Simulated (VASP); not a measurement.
# SiC (P-6m2) in VASP: notebook, part 2 of 2

VASP 6.6.1.

**6. Relaxation of cell and atoms, PBE**

This run uses another cell than the first one, of 14.01 Å³/atom, 1.534 times its volume.

Contents of INCAR:

```
SYSTEM = SiC
ALGO = Normal
EDIFF = 1E-6
EDIFFG = -0.04
ENCUT = 600
GGA = PE
IBRION = 2
ISIF = 3
ISMEAR = 0
LASPH = .True.
LCHARG = .False.
LREAL = .False.
LWAVE = .False.
NELM = 80
NSW = 90
PREC = Accurate
SIGMA = 0.1
```

Contents of KPOINTS:

```
k-points
0
Gamma
  6 6 4
  0 0 0
```

Contents of POSCAR:

```
SiC
1.0
    2.7589319700      0.0000000000      0.0000000000
   -1.3794659900      2.3893051700      0.0000000000
    0.0000000000      0.0000000000      4.2491577200
Si C
1 1
Direct
    0.3333333300      0.6666666700      0.0000000000
    0.6666666700      0.3333333300      0.5000000000
```

Potentials or basis: VASP PAW PBE potentials, release 64 (Si, C).

Started as:

```sh
$ cat potpaw_PBE.64/Si/POTCAR potpaw_PBE.64/C/POTCAR > POTCAR
$ mpirun -np 1 vasp_std > vasp.out
```

OUTCAR:

```text
SYSTEM = SiC
   EDIFF = 1E-6
   EDIFFG = -0.04
   ENCUT = 600
   GGA = PE
   IBRION = 2
   ISIF = 3
   ISMEAR = 0
   LASPH = .True.
   LREAL = .False.
   NELM = 80
   NSW = 90
   PREC = Accurate

 ion  position               nearest neighbor table
   1  0.333  0.667  0.000-
   2  0.667  0.333  0.500-

  LATTYP: Found a hexagonal cell.
 ALAT       =     2.7589319700
 C/A-ratio  =     1.5401458848

  Lattice vectors:

 A1 = (   2.7589319700,   0.0000000000,   0.0000000000)
 A2 = (  -1.3794659900,   2.3893051700,   0.0000000000)
 A3 = (   0.0000000000,   0.0000000000,   4.2491577200)

Analysis of symmetry for initial positions (statically):
=====================================================================
 Subroutine PRICEL returns:
 Original cell was already a primitive cell.

 Routine SETGRP: Setting up the symmetry group for a
 hexagonal supercell.

 Subroutine GETGRP returns: Found 12 space group operations
 (whereof 12 operations were pure point group operations)
 out of a pool of 24 trial point group operations.

The static configuration has the point symmetry D_3h.

Analysis of symmetry for dynamics (positions and initial velocities):
=====================================================================
 Subroutine PRICEL returns:
 Original cell was already a primitive cell.

 Routine SETGRP: Setting up the symmetry group for a
 hexagonal supercell.

 Subroutine GETGRP returns: Found 12 space group operations
 (whereof 12 operations were pure point group operations)
 out of a pool of 24 trial point group operations.

The dynamic configuration has the point symmetry D_3h.

 Subroutine INISYM returns: Found 12 space group operations
 (whereof 12 operations are pure point group operations),
 and found     1 'primitive' translations

----------------------------------------------------------------------------------------

                                     Primitive cell

[... 127 lines left out ...]

 number of electron       8.0000000 magnetization

 Free energy of the ion-electron system (eV)
  ---------------------------------------------------
  ext. energy  EPLUGINS =         0.00000000
  ---------------------------------------------------
  free energy    TOTEN  =        -9.43561223 eV

  energy without entropy =       -9.42968266  energy(sigma->0) =       -9.43264744

------------------------ aborting loop because EDIFF is reached ----------------------------------------

  FORCE on cell =-STRESS in cart. coord.  units (eV):
  Direction    XX          YY          ZZ          XY          YZ          ZX
  --------------------------------------------------------------------------------------
  -------------------------------------------------------------------------------------
  Total       -2.9251256     -2.9251256     -5.4391477      0.0000000      0.0000000      0.0000000
  in kB     -167.3168329   -167.3168324   -311.1185925      0.0000004      0.0000000      0.0000000
  external PRESSURE =    -215.2507526 kB  Pullay stress =       0.0000000 kB
[... 23 lines left out ...]
--------------------------------------- Ionic step        2  -------------------------------------------

 number of electron       8.0000000 magnetization

 E-fermi :   9.3355     XC(G=0): -11.8069

 val. band max:        9.0075793700   @ k =   0.3333   0.3333   0.2500
 cond. band min:       9.3555380673   @ k =   0.1667   0.1667   0.0000
 fundamental gap:      0.3479586973
 Fermi energy:         9.3354575908

 k-point     1 :       0.0000    0.0000    0.0000
  band No.  band energies     occupation
      1      -6.8444      2.00000
      2       2.7134      2.00000
      3       2.9064      2.00000
      4      12.7303      0.00000
      5      12.7303      0.00000
      6      20.0623      0.00000
      7      21.6008      0.00000
      8      21.6008      0.00000
[... 283 lines left out ...]
  FREE ENERGIE OF THE ION-ELECTRON SYSTEM (eV)
  ---------------------------------------------------
  free  energy   TOTEN  =       -10.4135958960 eV

  energy  without entropy=      -10.4087457102  energy(sigma->0) =      -10.41117080

[... ionic steps 4 to 12 ...]

--------------------------------------- Ionic step       13  -------------------------------------------

 number of electron       8.0000000 magnetization

------------------------ aborting loop because EDIFF is reached ----------------------------------------
[... 67 lines left out ...]
--------------------------------------- Ionic step       15  -------------------------------------------

 number of electron       8.0000001 magnetization

 Free energy of the ion-electron system (eV)
  ---------------------------------------------------
  ext. energy  EPLUGINS =         0.00000000
  ---------------------------------------------------
  free energy    TOTEN  =       -12.58520706 eV

  energy without entropy =      -12.58504888  energy(sigma->0) =      -12.58512797

 E-fermi :  11.8805     XC(G=0): -12.2468

 val. band max:       11.6962497874   @ k =   0.1667   0.1667   0.5000
 cond. band min:      12.0527041153   @ k =   0.0000   0.0000   0.5000
 fundamental gap:      0.3564543278
 Fermi energy:        11.8805319251

 k-point     1 :       0.0000    0.0000    0.0000
  band No.  band energies     occupation
      1      -6.6098      2.00000
      2       9.6946      2.00000
      3       9.6946      2.00000
      4      11.1555      2.00000
      5      14.8803      0.00000
      6      16.8565      0.00000
      7      17.0217      0.00000
      8      17.0217      0.00000
[... 247 lines left out ...]
  FREE ENERGIE OF THE ION-ELECTRON SYSTEM (eV)
  ---------------------------------------------------
  free  energy   TOTEN  =       -12.5852070609 eV

  energy  without entropy=      -12.5850488822  energy(sigma->0) =      -12.58512797

 reached required accuracy - stopping structural energy minimisation
```

Run time: 40 s. Hardware: 1 thread of Intel Xeon Platinum 8488C (Sapphire Rapids), shared host; peak memory 0.15 GiB.

What came out:

```yaml
Free_energy: -12.5852 eV
Relaxed_volume: 9.12 Å³/atom
Relaxed_cell: a = 2.905 Å, b = 2.905 Å, c = 2.495 Å, α = 90.00°, β = 90.00°, γ = 120.00°
Space_group_after_relaxing_to_0.05_Å: P-6m2 (No. 187)
Energy_gained_by_relaxing: 1574.8 meV/atom
Ionic_steps: 15
Pressure_after_relaxing: 0.2 GPa
Band_gap_on_the_k_mesh: zero (band 4 reaches 13.09 eV, above the bottom of band 5 at 8.72 eV)
```

The path:
```csv
step,energy change (eV),largest force (eV/Å),pressure (GPa),volume (Å³)
1,0.0000,0.0000,-21.53,28.01
2,-0.8943,0.0000,-7.16,21.02
3,-0.9780,0.0000,2.62,19.31
4,-0.9809,0.0000,4.69,19.01
5,-1.4527,0.0000,0.34,18.64
6,-2.6123,0.0000,0.26,17.71
7,0.0811,0.0000,103.75,14.55
8,-2.9484,0.0000,9.98,17.15
9,-2.9252,0.0000,32.41,16.23
10,-3.0352,0.0000,22.89,16.58
11,-3.0794,0.0000,6.52,17.92
12,-3.0922,0.0000,11.83,17.43
13,-3.0936,0.0000,10.57,17.53
14,-3.1470,0.0000,1.99,18.11
15,-3.1496,0.0000,0.19,18.24
```

Final structure:
```
CELL_PARAMETERS angstrom
2.90523 0.00000 0.00000
-1.45261 2.51600 0.00000
0.00000 0.00000 2.49492
ATOMIC_POSITIONS crystal
Si 0.33333 0.66667 0.00000
C 0.66667 0.33333 0.50000
```

Caveat: the k points lie up to 0.63 Å⁻¹ apart in the final cell; the volume moved by over 15 % at a fixed basis, so the end points are rough.

**7. The runs side by side**

```csv
task,cell,k mesh,cutoff (eV),gap on the mesh (eV),pressure (GPa),relaxed volume (Å³/atom)
single point,"a = 2.906, b = 2.906, c = 2.497 Å, angles 90.0, 90.0, 120.0°, 2 atoms",6 × 6 × 4,520,none,0.0,-
single point,"a = 2.865, b = 2.865, c = 2.558 Å, angles 90.0, 90.0, 120.0°, 2 atoms",6 × 6 × 6,520,none,0.0,-
single point,"a = 2.759, b = 2.759, c = 4.249 Å, angles 90.0, 90.0, 120.0°, 2 atoms",6 × 6 × 4,520,none,-21.5,-
relaxation of cell and atoms,"relaxed from a = 2.906, b = 2.906, c = 2.497 Å, angles 90.0, 90.0, 120.0°, 2 atoms",6 × 6 × 6,600,none,0.0,9.09
relaxation of cell and atoms,"relaxed from a = 2.759, b = 2.759, c = 4.249 Å, angles 90.0, 90.0, 120.0°, 2 atoms",6 × 6 × 4,600,none,0.2,9.12
```

Alike in all rows: level PBE; potentials or basis VASP PAW PBE potentials, release 64 (Si, C); no spin polarisation; smearing gaussian 0.1 eV.

Caveats: all runs use coarse meshes; the volume moved by over 15 % at a fixed basis, so the end points are rough (some runs).

Absolute energies hang on the potentials; compare differences alone.
